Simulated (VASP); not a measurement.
Here is a VASP 6.6.1 calculation.

File INCAR:

```
SYSTEM = CrO2
PREC = Accurate
ENCUT = 600
EDIFF = 1E-6
ISMEAR = 0
SIGMA = 0.1
LREAL = .False.
LASPH = .True.
NELM = 80
ALGO = Normal
ISIF = 3
LWAVE = .False.
LCHARG = .False.
GGA = PS
IBRION = 2
NSW = 80
EDIFFG = -0.05
```

File KPOINTS:

```
regular mesh
0
Gamma
  12 12 2
  0 0 0
```

POSCAR

```
CrO2
1.0
    2.5966348335      0.0000000000      0.0000000000
   -1.2983174168      2.2487517301      0.0000000000
    0.0000000000      0.0000000000     10.4026872750
Cr O
2 4
Direct
    0.6666666667      0.3333333333      0.2500000000
    0.3333333333      0.6666666667      0.7500000000
    0.6666666667      0.3333333333      0.6261196804
    0.3333333333      0.6666666667      0.3738803196
    0.6666666667      0.3333333333      0.8738803196
    0.3333333333      0.6666666667      0.1261196804
```

Potentials or basis: VASP PAW PBE potentials, release 64 (Cr_pv, O).

Run with:

```sh
$ cat potpaw_PBE.64/Cr_pv/POTCAR potpaw_PBE.64/O/POTCAR > POTCAR
$ mpirun -np 1 vasp_std > vasp.out
```

(1) Estimate the relaxed cell.

(2) Estimate the relaxed volume.

## Answers

(1) a = 2.591 Å, b = 2.591 Å, c = 9.998 Å, α = 90.00°, β = 90.00°, γ = 120.00°.

(2) 9.69 Å³/atom.

Caveat: the PAW data sets were made with another functional, which shifts forces and pressure a little; the run has no spin polarisation, though such a crystal can be magnetic.
